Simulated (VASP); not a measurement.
# Si16Ge (a cell with a defect) in VASP: relaxation of the atoms with PBE

Aim: the relaxation of the atoms of Si16Ge (a cell with a defect) with PBE.

Everything below comes from runs of VASP 6.6.1. Logs are shortened: lines on timing, memory, paths and dates and some standing lists are left out, and cuts for length are marked.

## (1) The cell of the first run

The cell holds a defect, 17 atoms: a = 7.679 Å, b = 7.679 Å, c = 7.679 Å, α = 60.00°, β = 60.00°, γ = 60.00°.

## (2) Relaxation of the atoms, PBE

Input file INCAR:

```
SYSTEM = Si16Ge
PREC     = Accurate       ! precision mode
ENCUT    = 450            ! plane-wave cutoff, eV
EDIFF    = 1E-7           ! SCF threshold, eV
ISMEAR   = 0              ! smearing method
SIGMA    = 0.05           ! smearing width, eV
LREAL    = .FALSE.        ! projectors in reciprocal space
LASPH    = .TRUE.         ! aspherical terms in the spheres
NELM     = 120            ! most SCF steps
ALGO     = Normal         ! electronic algorithm
ISIF     = 2              ! what is computed and relaxed
LWAVE    = .FALSE.        ! write WAVECAR
LCHARG   = .FALSE.        ! write CHGCAR
GGA      = PE             ! functional
IBRION   = 2              ! ionic algorithm
NSW      = 80             ! ionic steps
EDIFFG   = -0.03          ! ionic threshold
GGA_COMPAT= .FALSE.      
NELMIN   = 4
```

Input file KPOINTS:

```
regular mesh
0
G
  2 2 2
  0 0 0
```

Input file POSCAR:

```
Si16Ge
1.0
    0.0000000000      5.4300000000      5.4300000000
    5.4300000000      0.0000000000      5.4300000000
    5.4300000000      5.4300000000      0.0000000000
Si Ge
16 1
Direct
    0.0000000000      0.0000000000      0.0000000000
    0.1250000000      0.1250000000      0.1250000000
    0.0000000000      0.0000000000      0.5000000000
    0.1250000000      0.1250000000      0.6250000000
    0.0000000000      0.5000000000      0.0000000000
    0.1250000000      0.6250000000      0.1250000000
    0.0000000000      0.5000000000      0.5000000000
    0.1250000000      0.6250000000      0.6250000000
    0.5000000000      0.0000000000      0.0000000000
    0.6250000000      0.1250000000      0.1250000000
    0.5000000000      0.0000000000      0.5000000000
    0.6250000000      0.1250000000      0.6250000000
    0.5000000000      0.5000000000      0.0000000000
    0.6250000000      0.6250000000      0.1250000000
    0.5000000000      0.5000000000      0.5000000000
    0.6250000000      0.6250000000      0.6250000000
    0.3794153000      0.3484825000      0.8871843000
```

Potentials or basis: VASP PAW PBE potentials, release 64 (Si, Ge_d).

On the command line:

```bash
cat potpaw_PBE.64/Si/POTCAR potpaw_PBE.64/Ge_d/POTCAR > POTCAR
mpirun -np 1 vasp_std > vasp.out
```

OUTCAR:

```text
SYSTEM = Si16Ge
   PREC = Accurate
   ENCUT = 450
   EDIFF = 1E-7
   ISMEAR = 0
   LREAL = .FALSE.
   LASPH = .TRUE.
   NELM = 120
   ISIF = 2
   GGA = PE
   IBRION = 2
   NSW = 80
   EDIFFG = -0.03
   NELMIN = 4

 ion  position               nearest neighbor table
   1  0.000  0.000  0.000-   2 2.35   4 2.35   6 2.35  10 2.35
   2  0.125  0.125  0.125-   1 2.35   3 2.35   5 2.35   9 2.35  17 2.60
   3  0.000  0.000  0.500-   2 2.35   4 2.35   8 2.35  12 2.35
   4  0.125  0.125  0.625-   1 2.35   3 2.35   7 2.35  11 2.35
   5  0.000  0.500  0.000-   2 2.35   6 2.35   8 2.35  14 2.35  17 2.38
   6  0.125  0.625  0.125-   1 2.35   5 2.35   7 2.35  13 2.35  17 2.80
   7  0.000  0.500  0.500-   4 2.35   6 2.35   8 2.35  16 2.35
   8  0.125  0.625  0.625-   3 2.35   5 2.35   7 2.35  15 2.35  17 2.81
   9  0.500  0.000  0.000-  17 2.19  10 2.35  12 2.35  14 2.35   2 2.35
  10  0.625  0.125  0.125-   1 2.35   9 2.35  11 2.35  13 2.35  17 2.63
  11  0.500  0.000  0.500-   4 2.35  10 2.35  12 2.35  16 2.35
  12  0.625  0.125  0.625-   3 2.35   9 2.35  11 2.35  15 2.35  17 2.64
  13  0.500  0.500  0.000-   6 2.35  10 2.35  14 2.35  16 2.35  17 2.42
  14  0.625  0.625  0.125-   5 2.35   9 2.35  13 2.35  15 2.35
  15  0.500  0.500  0.500-   8 2.35  12 2.35  14 2.35  16 2.35  17 2.43
  16  0.625  0.625  0.625-   7 2.35  11 2.35  13 2.35  15 2.35  17 2.84
  17  0.379  0.348  0.887-   9 2.19   5 2.38  13 2.42  15 2.43   2 2.60  10 2.63  12 2.64   6 2.80
                             8 2.81  16 2.84

  LATTYP: Found a face centered cubic cell.
 ALAT       =    10.8600000000

  Lattice vectors:

 A1 = (   0.0000000000,   5.4300000000,   5.4300000000)
 A2 = (   5.4300000000,   0.0000000000,   5.4300000000)
 A3 = (   5.4300000000,   5.4300000000,   0.0000000000)

Analysis of symmetry for initial positions (statically):
=====================================================================
 Subroutine PRICEL returns:
 Original cell was already a primitive cell.

 Routine SETGRP: Setting up the symmetry group for a
 face centered cubic supercell.

 Subroutine GETGRP returns: Found  1 space group operations
 (whereof  1 operations were pure point group operations)
 out of a pool of 48 trial point group operations.

The static configuration has the point symmetry C_1 .

Analysis of symmetry for dynamics (positions and initial velocities):
=====================================================================
 Subroutine PRICEL returns:
 Original cell was already a primitive cell.

 Routine SETGRP: Setting up the symmetry group for a
 face centered cubic supercell.

 Subroutine GETGRP returns: Found  1 space group operations
 (whereof  1 operations were pure point group operations)
 out of a pool of 48 trial point group operations.

The dynamic configuration has the point symmetry C_1 .

 Subroutine INISYM returns: Found  1 space group operations
 (whereof  1 operations are pure point group operations),
 and found     1 'primitive' translations

----------------------------------------------------------------------------------------

                                     Primitive cell

  volume of cell :     320.2060

  direct lattice vectors                    reciprocal lattice vectors
     0.000000000  5.430000000  5.430000000    -0.092081031  0.092081031  0.092081031
     5.430000000  0.000000000  5.430000000     0.092081031 -0.092081031  0.092081031
     5.430000000  5.430000000  0.000000000     0.092081031  0.092081031 -0.092081031

  length of vectors
     7.679179644  7.679179644  7.679179644     0.159489025  0.159489025  0.159489025

  position of ions in fractional coordinates (direct lattice)
     0.000000000  0.000000000  0.000000000
     0.125000000  0.125000000  0.125000000
     0.000000000  0.000000000  0.500000000
     0.125000000  0.125000000  0.625000000
     0.000000000  0.500000000  0.000000000
     0.125000000  0.625000000  0.125000000
[... 9 lines left out ...]
     0.625000000  0.625000000  0.625000000
     0.379415300  0.348482500  0.887184300

  ion indices of the primitive-cell ions
   primitive index   ion index
                 1           1
                 2           2
                 3           3
                 4           4
                 5           5
                 6           6
[... 9 lines left out ...]
                16          16
                17          17

----------------------------------------------------------------------------------------

 KPOINTS: regular mesh

Automatic generation of k-mesh.
 Grid dimensions read from file:
 generate k-points for:    2    2    2

 Generating k-lattice:

  Cartesian coordinates                     Fractional coordinates (reciprocal lattice)
    -0.046040516  0.046040516  0.046040516     0.500000000  0.000000000  0.000000000
     0.046040516 -0.046040516  0.046040516     0.000000000  0.500000000  0.000000000
     0.046040516  0.046040516 -0.046040516     0.000000000  0.000000000  0.500000000

  Length of vectors
     0.079744512  0.079744512  0.079744512

  Shift w.r.t. Gamma in fractional coordinates (k-lattice)
     0.000000000  0.000000000  0.000000000

 Subroutine IBZKPT returns following result:
 ===========================================

 Found      8 irreducible k-points:

 Following reciprocal coordinates:
            Coordinates               Weight
  0.000000  0.000000  0.000000      1.000000
  0.500000  0.000000  0.000000      1.000000
  0.000000  0.500000  0.000000      1.000000
  0.000000  0.000000  0.500000      1.000000
  0.500000  0.500000  0.500000      1.000000
  0.500000  0.500000  0.000000      1.000000
  0.000000  0.500000  0.500000      1.000000
  0.500000  0.000000  0.500000      1.000000
   k-points           NKPTS =      8   k-points in BZ     NKDIM =      8   number of bands    NBANDS=     48
   number of dos      NEDOS =    301   number of ions     NIONS =     17
   total plane-waves  NPLWV = 157464
   dimension x,y,z NGX =    54 NGY =   54 NGZ =   54
   dimension x,y,z NGXF=   108 NGYF=  108 NGZF=  108
   ions per type =              16   1
   NGX,Y,Z   is equivalent  to a cutoff of  11.69, 11.69, 11.69 a.u.
   NGXF,Y,Z  is equivalent  to a cutoff of  23.38, 23.38, 23.38 a.u.
 SYSTEM =  Si16Ge
   PREC   = accura    normal or accurate (medium, high low for compatibility)
   ISTART =      0    job   : 0-new  1-cont  2-samecut
   ICHARG =      2    charge: 1-file 2-atom 10-const
   ISPIN  =      1    spin polarized calculation?
   LNONCOLLINEAR =      F non collinear calculations
   LSORBIT =      F    spin-orbit coupling
   LASPH  =      T    aspherical Exc in radial PAW
   ENCUT  =  450.0 eV  33.07 Ry    5.75 a.u.  13.28 13.28 13.28*2*pi/ulx,y,z
   NELM   =    120;   NELMIN=  4; NELMDL= -5     # of ELM steps
   EDIFF  = 0.1E-06   stopping-criterion for ELM
   LREAL  =      F    real-space projection
   EDIFFG = -.3E-01   stopping-criterion for IOM
   NSW    =     80    number of steps for IOM
   IBRION =      2    ionic relax: 0-MD 1-quasi-New 2-CG
   NFREE  =      1    steps in history (QN), initial steepest desc. (CG)
   ISIF   =      2    stress and relaxation
   ISYM   =      2    0-nonsym 1-usesym 2-fastsym
   POTIM  = 0.5000    time-step for ionic-motion
   TEBEG  =    0.0;   TEEND  =   0.0 temperature during run
   PSTRESS=    0.0 pullay stress
   NELECT =      78.0000    total number of electrons
   NUPDOWN=      -1.0000    fix difference up-down
   EMIN   =  10.00;   EMAX   =-10.00  energy-range for DOS
   EFERMI =   0.00;   METHOD = LEGACY
   ISMEAR =     0;   SIGMA  =   0.05  broadening in eV -4-tet -1-fermi 0-gaus
   EFERMI_NEDOS =   21; number of points for ismear=-14 and -15
   IALGO  =     38    algorithm
   IMIX   =      4    mixing-type and parameters
     AMIX     =   0.40;   BMIX     =  1.00
     AMIX_MAG =   1.60;   BMIX_MAG =  1.00
  volume/ion in A,a.u.               =      18.84       127.11
  Fermi-wavevector in a.u.,A,eV,Ry     =   1.022421  1.932096 14.222785  1.045345
  Thomas-Fermi vector in A             =   2.156100
   LORBIT       =      0    0 simple, 1 ext, 2 COOP (PROOUT), +10 PAW based schemes
   GGA     = PE    functional components
   LHFCALC =     F    Hartree Fock is set to
   AEXX    =    0.0000 exact exchange contribution
   IVDW    =     0    specifies the selected vdW correction
   LEPSILON=     F    determine dielectric tensor
   LRPA    =     F    only Hartree local field effects (RPA)
 conjugate gradient relaxation of ions
 non-spin polarized calculation
 Gauss-broadening in eV      SIGMA  =   0.05
  energy-cutoff  :      450.00
  volume of cell :      320.21
 maximum number of plane-waves:      6958
 NGX is ok and might be reduce to    54
   NGX = 27   NGY = 27   NGZ = 27

--------------------------------------- Ionic step        1  -------------------------------------------

 number of electron      78.0000006 magnetization

 Free energy of the ion-electron system (eV)
  ---------------------------------------------------
  ext. energy  EPLUGINS =         0.00000000
  ---------------------------------------------------
  free energy    TOTEN  =       -86.16065531 eV

  energy without entropy =      -86.15073645  energy(sigma->0) =      -86.15569588

------------------------ aborting loop because EDIFF is reached ----------------------------------------

  FORCE on cell =-STRESS in cart. coord.  units (eV):
  Direction    XX          YY          ZZ          XY          YZ          ZX
  --------------------------------------------------------------------------------------
  -------------------------------------------------------------------------------------
  Total       15.7354877     15.7512071     15.7970819     -2.1080346     -1.4643197      1.6501919
  in kB       78.7338171     78.8124702     79.0420087    -10.5477258     -7.3268452      8.2568718
  external PRESSURE =      78.8627653 kB  Pullay stress =       0.0000000 kB
[... 134 lines left out ...]
  FREE ENERGIE OF THE ION-ELECTRON SYSTEM (eV)
  ---------------------------------------------------
  free  energy   TOTEN  =       -86.6366714844 eV

  energy  without entropy=      -86.6243150243  energy(sigma->0) =      -86.63049325

[... ionic steps 4 to 7 ...]

--------------------------------------- Ionic step        8  -------------------------------------------

 number of electron      78.0000005 magnetization

------------------------ aborting loop because EDIFF is reached ----------------------------------------

  FORCE on cell =-STRESS in cart. coord.  units (eV):
  Direction    XX          YY          ZZ          XY          YZ          ZX
  --------------------------------------------------------------------------------------
  -------------------------------------------------------------------------------------
  Total       13.3507537     13.3424554     13.3165652     -0.0281230     -0.0070009      0.0133647
  in kB       66.8016025     66.7600814     66.6305374     -0.1407157     -0.0350296      0.0668714
  external PRESSURE =      66.7307404 kB  Pullay stress =       0.0000000 kB
[... 87 lines left out ...]
  energy  without entropy=      -86.6774325666  energy(sigma->0) =      -86.68267222

--------------------------------------- Ionic step       10  -------------------------------------------

 number of electron      78.0000004 magnetization

 Free energy of the ion-electron system (eV)
  ---------------------------------------------------
  ext. energy  EPLUGINS =         0.00000000
  ---------------------------------------------------
  free energy    TOTEN  =       -86.68850067 eV

  energy without entropy =      -86.67794629  energy(sigma->0) =      -86.68322348

 E-fermi :   6.9408     XC(G=0):  -9.7495

 val. band max:        6.6944429257   @ k =   0.0000   0.0000   0.0000
 cond. band min:       6.9499443271   @ k =   0.0000   0.0000   0.0000
 fundamental gap:      0.2555014014
 Fermi energy:         6.9408337123

 k-point     1 :       0.0000    0.0000    0.0000
  band No.  band energies     occupation
      1     -18.2531      2.00000
      2     -18.2528      2.00000
      3     -18.2518      2.00000
      4     -18.2388      2.00000
      5     -18.2387      2.00000
      6      -6.5231      2.00000
[... 441 lines left out ...]
  FREE ENERGIE OF THE ION-ELECTRON SYSTEM (eV)
  ---------------------------------------------------
  free  energy   TOTEN  =       -86.6885006655 eV

  energy  without entropy=      -86.6779462896  energy(sigma->0) =      -86.68322348

 reached required accuracy - stopping structural energy minimisation
```

It took 14 min on 1 thread of Intel Xeon Platinum 8259CL at 2.50GHz (Skylake/Cascade Lake), shared host; peak memory 0.44 GiB.

Results:

| Property | Result |
| --- | --- |
| Free energy | -86.6885 eV |
| Energy gained by relaxing | 31.0 meV/atom |
| Ionic steps | 10 |
| Pressure after relaxing | 6.7 GPa |
| Largest force after relaxing | 0.026 eV/Å |
| Band gap on the k mesh | zero (bands 39 and 40 overlap by 0.32 eV) |

Forces in eV/Å, atoms in the order of the input:
```
Si  -0.020  0.000 -0.006
Si   0.007 -0.007  0.001
Si   0.000  0.020 -0.008
Si  -0.003  0.004 -0.006
Si  -0.002  0.002 -0.010
Si  -0.003  0.008 -0.006
Si   0.011 -0.009  0.004
Si  -0.008  0.005 -0.006
Si   0.007 -0.007  0.004
Si   0.009 -0.001  0.009
Si  -0.005  0.008 -0.019
Si   0.002 -0.010  0.009
Si   0.006  0.017  0.008
Si   0.017 -0.016  0.012
Si  -0.021 -0.010  0.012
Si  -0.007  0.006 -0.010
Ge   0.010 -0.011  0.012
```

Step by step:
```tsv
step	energy change (eV)	largest force (eV/Å)	pressure (GPa)
1	0.0000	3.3861	7.89
2	-0.4530	1.5236	6.75
3	-0.4760	0.7526	6.85
4	-0.5203	0.1770	6.67
5	-0.5208	0.1568	6.68
6	-0.5248	0.1091	6.67
7	-0.5261	0.0638	6.67
8	-0.5270	0.0470	6.67
9	-0.5273	0.0728	6.68
10	-0.5278	0.0261	6.68
```

Final structure:
```xyz
17
Lattice="0.0000 5.4300 5.4300 5.4300 0.0000 5.4300 5.4300 5.4300 0.0000" Properties=species:S:1:pos:R:3 pbc="T T T"
Si    5.4201    5.4225    0.0073
Si    1.3503    1.3647    1.3045
Si    2.7223    2.7247    0.0071
Si    4.0735    4.0712    1.3595
Si    2.7522    5.3935    8.1016
Si    4.1184    1.3564    4.0710
Si    5.4237    2.7214    2.7084
Si    6.7892    4.0270    4.0704
Si    5.3704    2.7749    8.0848
Si    1.3489    4.1248    4.0640
Si    2.7219    5.4232    2.7056
Si    4.0205    6.7967    4.0634
Si    2.7486    2.7543    5.4612
Si    4.0568    4.0907    6.7632
Si    5.3924    5.3985    5.4598
Si    6.7879    6.7882    6.8319
Ge    6.7726    6.8050    4.0489
```

Caveat: the k points lie up to 0.50 Å⁻¹ apart.

The gap in the log of VASP goes by the Fermi energy; the results here count the filled bands.